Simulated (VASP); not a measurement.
In, 4 atoms in the cell. Symmetry: P6_3/mmc, No. 194, hexagonal system. Conventional cell: a = 3.339 Å, b = 3.339 Å, c = 10.844 Å, α = 90.00°, β = 90.00°, γ = 120.00°. Within 4.4 Å of In (site symmetry -3m) lie 12 In at 3.33 to 3.34 Å. Within 4.4 Å of In (site symmetry -6m2) lie 12 In at 3.33 to 3.34 Å. This isn't the form of In at room conditions, which is tetragonal.

| Item | Value |
| --- | --- |
| Program | VASP 6.6.1 |
| Task | single point |
| Functional | revPBE |
| Potentials or basis | VASP PAW PBE potentials, release 64 (In_d) |
| Cutoff | 520 eV |
| k mesh | 12 × 12 × 4 |
| Occupations | fermi-dirac, width 0.1 eV |
| Spin | no spin polarisation |
| Dipole correction | no |
| Further INCAR settings | ALGO = Normal; EDIFF = 1e-07; NBANDS = 34 |

Potentials or basis: VASP PAW PBE potentials, release 64 (In_d).

The run is started by

```sh
$ cat potpaw_PBE.64/In_d/POTCAR > POTCAR
$ mpirun -np 1 vasp_std > vasp.out
```

Hardware: 1 thread of AMD EPYC 9R45 96-Core Processor (Zen 5), with other jobs on the host.

Q: Estimate the wall time of this run.

A: Run time: 2.9 min on 1 thread of AMD EPYC 9R45 96-Core Processor (Zen 5) (shared host), peak memory 0.3 GiB. Counts: scf iterations 14, k points 57.
